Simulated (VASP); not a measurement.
**RbBr: single point with PBE**

The system is RbBr.

```xyz
2
Lattice="0.0000 3.4608 3.4608 3.4608 0.0000 3.4608 3.4608 3.4608 0.0000" Properties=species:S:1:pos:R:3 pbc="T T T"
Rb    0.0000    0.0000    0.0000
Br    3.4608    3.4608    3.4608
```

| Quantity | Value |
| --- | --- |
| Program | VASP 6.6.1 |
| Task | single point |
| Functional | PBE |
| Potentials or basis | VASP PAW PBE potentials, release 64 (Rb_sv, Br) |
| Cutoff | 520 eV |
| k mesh | 6 × 6 × 6 |
| Occupations | gaussian, width 0.01 eV |
| Spin | no spin polarisation |

| Quantity | Value |
| --- | --- |
| Pressure | 0.6 GPa |
| Band gap on the k mesh | 4.29 eV |

Levels at points of the mesh, in eV from the valence-band top:
```tsv
k point	band 6	band 7	band 8	band 9	band 10	band 11
(0.00, 0.00, 0.00)	0.00	0.00	0.00	4.29	7.27	7.27
(0.50, 0.00, 0.00)	-0.94	-0.33	-0.33	6.74	7.61	9.40
(0.50, 0.50, 0.00)	-0.47	-0.16	-0.16	5.64	7.02	9.05
```

It took 33 s on 1 thread of Intel Xeon 8259CL, on a shared host, peak memory 0.21 GiB.

A hybrid or GW would open this gap; PBE tends to underestimate it.
